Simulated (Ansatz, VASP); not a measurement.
## One calculation of Pb, two programs

```
Pb
1.0
     0.00000    2.49990    2.49990
     2.49990    0.00000    2.49990
     2.49990    2.49990    0.00000
Pb
1
Direct
  0.00000 0.00000 0.00000
```

Alike in both runs: task relaxation of cell and atoms; functional r2SCAN; k mesh 14 × 14 × 14; occupations gaussian, width 0.1 eV; no spin polarisation.

```csv
,VASP,Ansatz
version,VASP 6.6.1,Ansatz 0.2.0
potentials or method,"VASP PAW PBE potentials, release 64 (Pb_d), cutoff 600 eV","scalar-relativistic, plane waves, PAW"
valence electrons in the cell,14,14
```

Ansatz gave:

- gap on the k mesh at the Fermi level, each at its own relaxed structure (eV): none
- relaxed volume (Å³/atom): 31.17
- relaxed cell length with the largest relative difference (Å): 3.532

Estimate VASP's values.

gap on the k mesh at the Fermi level, each at its own relaxed structure (eV): none; relaxed volume (Å³/atom): 31.19; relaxed cell length with the largest relative difference (Å): 3.533.

VASP's potentials were made for PBE, not for r2SCAN. A gap of «none» marks a metal or a gap that the smearing closes.

Spin-orbit coupling is off throughout.
